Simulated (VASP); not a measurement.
# K (Pm-3m) in VASP: single point with PBE

Aim: the single point of K with PBE.

Everything below comes from runs of VASP 6.6.1. Logs are shortened: lines on timing, memory, paths and dates and some standing lists are left out, and cuts for length are marked.

### Step 1. The cell of the first run

The structure is cubic, space group Pm-3m (No. 221). The conventional cell has a = 4.384 Å, b = 4.384 Å, c = 4.384 Å, α = 90.00°, β = 90.00°, γ = 90.00°. Within 5.7 Å of K (site symmetry m-3m) lie 6 K at 4.38 Å.

This isn't the form of K at room conditions, which is bcc.

### Step 2. Single point, PBE

File INCAR:

```
SYSTEM = K
PREC = Accurate
ENCUT = 520
EDIFF = 1E-6
ISMEAR = -1
SIGMA = 0.06122561905347299
LREAL = .False.
LASPH = .True.
NELM = 60
ALGO = Normal
ISIF = 2
LWAVE = .False.
LCHARG = .True.
GGA = PE
LELF = .True.
LVHAR = .True.
NBANDS = 10
```

File KPOINTS:

```
regular mesh
0
Gamma
  25 25 25
  0 0 0
```

File POSCAR:

```
K
1.0
    4.3836784567      0.0000000000      0.0000000000
    0.0000000000      4.3836784567      0.0000000000
    0.0000000000      0.0000000000      4.3836784567
K
1
Direct
    0.0000000000      0.0000000000      0.0000000000
```

Potentials or basis: VASP PAW PBE potentials, release 64 (K_sv).

Started as:

```bash
$ cat potpaw_PBE.64/K_sv/POTCAR > POTCAR
$ mpirun -np 1 vasp_std > vasp.out
```

OUTCAR:

```text
SYSTEM = K
   PREC = Accurate
   ENCUT = 520
   EDIFF = 1E-6
   ISMEAR = -1
   LREAL = .False.
   LASPH = .True.
   NELM = 60
   ISIF = 2
   GGA = PE

 ion  position               nearest neighbor table
   1  0.000  0.000  0.000-

  LATTYP: Found a simple cubic cell.
 ALAT       =     4.3836784567

  Lattice vectors:

 A1 = (   4.3836784567,   0.0000000000,   0.0000000000)
 A2 = (   0.0000000000,   4.3836784567,   0.0000000000)
 A3 = (   0.0000000000,   0.0000000000,   4.3836784567)

Analysis of symmetry for initial positions (statically):
=====================================================================
 Subroutine PRICEL returns:
 Original cell was already a primitive cell.

 Routine SETGRP: Setting up the symmetry group for a
 simple cubic supercell.

 Subroutine GETGRP returns: Found 48 space group operations
 (whereof 48 operations were pure point group operations)
 out of a pool of 48 trial point group operations.

The static configuration has the point symmetry O_h .

Analysis of symmetry for dynamics (positions and initial velocities):
=====================================================================
 Subroutine PRICEL returns:
 Original cell was already a primitive cell.

 Routine SETGRP: Setting up the symmetry group for a
 simple cubic supercell.

 Subroutine GETGRP returns: Found 48 space group operations
 (whereof 48 operations were pure point group operations)
 out of a pool of 48 trial point group operations.

The dynamic configuration has the point symmetry O_h .

 Subroutine INISYM returns: Found 48 space group operations
 (whereof 48 operations are pure point group operations),
 and found     1 'primitive' translations

----------------------------------------------------------------------------------------

                                     Primitive cell

  volume of cell :      84.2396

  direct lattice vectors                    reciprocal lattice vectors
     4.383678457  0.000000000  0.000000000     0.228118921  0.000000000  0.000000000
     0.000000000  4.383678457  0.000000000     0.000000000  0.228118921  0.000000000
     0.000000000  0.000000000  4.383678457     0.000000000  0.000000000  0.228118921

  length of vectors
     4.383678457  4.383678457  4.383678457     0.228118921  0.228118921  0.228118921

  position of ions in fractional coordinates (direct lattice)
     0.000000000  0.000000000  0.000000000

  ion indices of the primitive-cell ions
   primitive index   ion index
                 1           1

----------------------------------------------------------------------------------------

 KPOINTS: regular mesh

Automatic generation of k-mesh.
 Grid dimensions read from file:
 generate k-points for:   25   25   25

 Generating k-lattice:

  Cartesian coordinates                     Fractional coordinates (reciprocal lattice)
     0.009124757  0.000000000  0.000000000     0.040000000  0.000000000  0.000000000
     0.000000000  0.009124757  0.000000000     0.000000000  0.040000000  0.000000000
     0.000000000  0.000000000  0.009124757     0.000000000  0.000000000  0.040000000

  Length of vectors
     0.009124757  0.009124757  0.009124757

  Shift w.r.t. Gamma in fractional coordinates (k-lattice)
     0.000000000  0.000000000  0.000000000

 Subroutine IBZKPT returns following result:
 ===========================================

 Found    455 irreducible k-points:

 Following reciprocal coordinates:
            Coordinates               Weight
  0.000000  0.000000  0.000000      1.000000
  0.040000  0.000000  0.000000      6.000000
  0.080000  0.000000  0.000000      6.000000
  0.120000  0.000000  0.000000      6.000000
  0.160000  0.000000  0.000000      6.000000
  0.200000  0.000000  0.000000      6.000000
[... 16 lines left out ...]
  0.400000  0.040000  0.000000     24.000000
  0.440000  0.040000  0.000000     24.000000
 [... further k-points ...]
   k-points           NKPTS =    455   k-points in BZ     NKDIM =    455   number of bands    NBANDS=     10
   number of dos      NEDOS =    301   number of ions     NIONS =      1
   total plane-waves  NPLWV =  46656
   dimension x,y,z NGX =    36 NGY =   36 NGZ =   36
   dimension x,y,z NGXF=    72 NGYF=   72 NGZF=   72
   ions per type =               1
   NGX,Y,Z   is equivalent  to a cutoff of  13.65, 13.65, 13.65 a.u.
   NGXF,Y,Z  is equivalent  to a cutoff of  27.31, 27.31, 27.31 a.u.
 SYSTEM =  K
   PREC   = accura    normal or accurate (medium, high low for compatibility)
   ISTART =      0    job   : 0-new  1-cont  2-samecut
   ICHARG =      2    charge: 1-file 2-atom 10-const
   ISPIN  =      1    spin polarized calculation?
   LNONCOLLINEAR =      F non collinear calculations
   LSORBIT =      F    spin-orbit coupling
   LASPH  =      T    aspherical Exc in radial PAW
   ENCUT  =  520.0 eV  38.22 Ry    6.18 a.u.   8.15  8.15  8.15*2*pi/ulx,y,z
   NELM   =     60;   NELMIN=  2; NELMDL= -5     # of ELM steps
   EDIFF  = 0.1E-05   stopping-criterion for ELM
   LREAL  =      F    real-space projection
   EDIFFG = 0.1E-04   stopping-criterion for IOM
   NSW    =      0    number of steps for IOM
   IBRION =     -1    ionic relax: 0-MD 1-quasi-New 2-CG
   NFREE  =      0    steps in history (QN), initial steepest desc. (CG)
   ISIF   =      2    stress and relaxation
   ISYM   =      2    0-nonsym 1-usesym 2-fastsym
   POTIM  = 0.5000    time-step for ionic-motion
   TEBEG  =    0.0;   TEEND  =   0.0 temperature during run
   PSTRESS=    0.0 pullay stress
   NELECT =       9.0000    total number of electrons
   NUPDOWN=      -1.0000    fix difference up-down
   EMIN   =  10.00;   EMAX   =-10.00  energy-range for DOS
   EFERMI =   0.00;   METHOD = LEGACY
   ISMEAR =    -1;   SIGMA  =   0.06  broadening in eV -4-tet -1-fermi 0-gaus
   EFERMI_NEDOS =   21; number of points for ismear=-14 and -15
   IALGO  =     38    algorithm
   IMIX   =      4    mixing-type and parameters
     AMIX     =   0.40;   BMIX     =  1.00
     AMIX_MAG =   1.60;   BMIX_MAG =  1.00
  volume/ion in A,a.u.               =      84.24       568.48
  Fermi-wavevector in a.u.,A,eV,Ry     =   0.776814  1.467965  8.210297  0.603440
  Thomas-Fermi vector in A             =   1.879370
   LORBIT       =      0    0 simple, 1 ext, 2 COOP (PROOUT), +10 PAW based schemes
   GGA     = PE    functional components
   LHFCALC =     F    Hartree Fock is set to
   AEXX    =    0.0000 exact exchange contribution
   IVDW    =     0    specifies the selected vdW correction
   LEPSILON=     F    determine dielectric tensor
   LRPA    =     F    only Hartree local field effects (RPA)
 non-spin polarized calculation
  energy-cutoff  :      520.00
  volume of cell :       84.24
 maximum number of plane-waves:      2301
 NGX is ok and might be reduce to    36
   NGX = 17   NGY = 17   NGZ = 17

 number of electron       9.0000001 magnetization

 Free energy of the ion-electron system (eV)
  ---------------------------------------------------
  ext. energy  EPLUGINS =         0.00000000
  ---------------------------------------------------
  free energy    TOTEN  =        -0.94521803 eV

  energy without entropy =       -0.93508200  energy(sigma->0) =       -0.94015001

 E-fermi :  -0.3681     XC(G=0):  -5.3236

 val. band max:       -0.3704356031   @ k =   0.4800   0.1200   0.0000
 cond. band min:      -0.3564877343   @ k =   0.4800   0.1200   0.0400
 fundamental gap:      0.0139478689
 Fermi energy:        -0.3681430898

 k-point     1 :       0.0000    0.0000    0.0000
  band No.  band energies     occupation
      1     -32.7350      2.00000
      2     -16.1809      2.00000
      3     -16.1809      2.00000
      4     -16.1809      2.00000
      5      -2.3513      2.00000
      6       2.5084      0.00000
      7       2.5084      0.00000
      8       5.6569      0.00000
      9       5.6571      0.00000
     10       5.6916      0.00000

 k-point     2 :       0.0400    0.0000    0.0000
  band No.  band energies     occupation
      1     -32.7349      2.00000
      2     -16.1820      2.00000
      3     -16.1808      2.00000
      4     -16.1808      2.00000
      5      -2.3371      2.00000
      6       2.4928      0.00000
      7       2.5157      0.00000
      8       5.4907      0.00000
      9       5.4945      0.00000
     10       5.6574      0.00000

 k-point     3 :       0.0800    0.0000    0.0000
  band No.  band energies     occupation
      1     -32.7348      2.00000
      2     -16.1852      2.00000
      3     -16.1805      2.00000
      4     -16.1805      2.00000
      5      -2.2945      2.00000
      6       2.4424      0.00000
      7       2.5373      0.00000
      8       5.3001      0.00000
      9       5.3001      0.00000
     10       5.4805      0.00000

 k-point     4 :       0.1200    0.0000    0.0000
  band No.  band energies     occupation
      1     -32.7345      2.00000
      2     -16.1904      2.00000
      3     -16.1801      2.00000
      4     -16.1801      2.00000
      5      -2.2238      2.00000
      6       2.3482      0.00000
      7       2.5728      0.00000
      8       5.1187      0.00000
      9       5.1188      0.00000
     10       5.2984      0.00000
[... 222 lines left out ...]
 k-point    22 :       0.3600    0.0400    0.0000
  band No.  band energies     occupation
      1     -32.7323      2.00000
      2     -16.2383      2.00000
      3     -16.1771      2.00000
      4     -16.1759      2.00000
      5      -1.2393      2.00000
      6       0.8243      0.00000
      7       2.9594      0.00000
      8       4.2874      0.00000
      9       4.3453      0.00000
     10       5.6204      0.00000

 k-point    23 :       0.4000    0.0400    0.0000
  band No.  band energies     occupation
      1     -32.7320      2.00000
      2     -16.2443      2.00000
      3     -16.1766      2.00000
      4     -16.1754      2.00000
      5      -0.9976      1.99993
      6       0.5002      0.00000
      7       3.0218      0.00000
      8       4.2253      0.00000
      9       4.2810      0.00000
     10       5.8033      0.00000

 k-point    24 :       0.4400    0.0400    0.0000
  band No.  band energies     occupation
      1     -32.7318      2.00000
      2     -16.2484      2.00000
      3     -16.1762      2.00000
      4     -16.1750      2.00000
      5      -0.7395      1.99537
      6       0.1848      0.00024
      7       3.0684      0.00000
      8       4.1820      0.00000
      9       4.2376      0.00000
     10       5.7612      0.00000

 [... further k-points ...]

------------------------ aborting loop because EDIFF is reached ----------------------------------------

  FORCE on cell =-STRESS in cart. coord.  units (eV):
  Direction    XX          YY          ZZ          XY          YZ          ZX
  --------------------------------------------------------------------------------------
  -------------------------------------------------------------------------------------
  Total       -0.0833336     -0.0833336     -0.0833336      0.0000000      0.0000000     -0.0000000
  in kB       -1.5849471     -1.5849471     -1.5849471      0.0000000      0.0000000     -0.0000000
  external PRESSURE =      -1.5849471 kB  Pullay stress =       0.0000000 kB

 VOLUME and BASIS-vectors are now :
 -----------------------------------------------------------------------------
  energy-cutoff  :      520.00
  volume of cell :       84.24
      direct lattice vectors                 reciprocal lattice vectors
     4.383678457  0.000000000  0.000000000     0.228118921  0.000000000  0.000000000
     0.000000000  4.383678457  0.000000000     0.000000000  0.228118921  0.000000000
     0.000000000  0.000000000  4.383678457     0.000000000  0.000000000  0.228118921

 POSITION                                       TOTAL-FORCE (eV/Angst)
 -----------------------------------------------------------------------------------
      0.00000      0.00000      0.00000         0.000000      0.000000      0.000000
 -----------------------------------------------------------------------------------
    total drift:                                0.000000      0.000000     -0.000000

  FREE ENERGIE OF THE ION-ELECTRON SYSTEM (eV)
  ---------------------------------------------------
  free  energy   TOTEN  =        -0.9452180257 eV

  energy  without entropy=       -0.9350819974  energy(sigma->0) =       -0.94015001
```

It took 6.1 min on 1 thread of Intel Xeon 8259CL, shared host; peak memory 0.48 GiB.

Results:

| Item | Value |
| --- | --- |
| Free energy | -0.9452 eV |
| Pressure | -0.2 GPa |
| Band gap on the k mesh | zero (an odd number of electrons rules out a gap without spin polarisation) |

Levels at points of the mesh, in eV from the Fermi level:
| k point | band 1 | band 2 | band 3 | band 4 | band 5 | band 6 | band 7 | band 8 | band 9 | band 10 |
| --- | --- | --- | --- | --- | --- | --- | --- | --- | --- | --- |
| (0.00, 0.00, 0.00) | -32.37 | -15.81 | -15.81 | -15.81 | -1.98 | 2.88 | 2.88 | 6.03 | 6.03 | 6.06 |
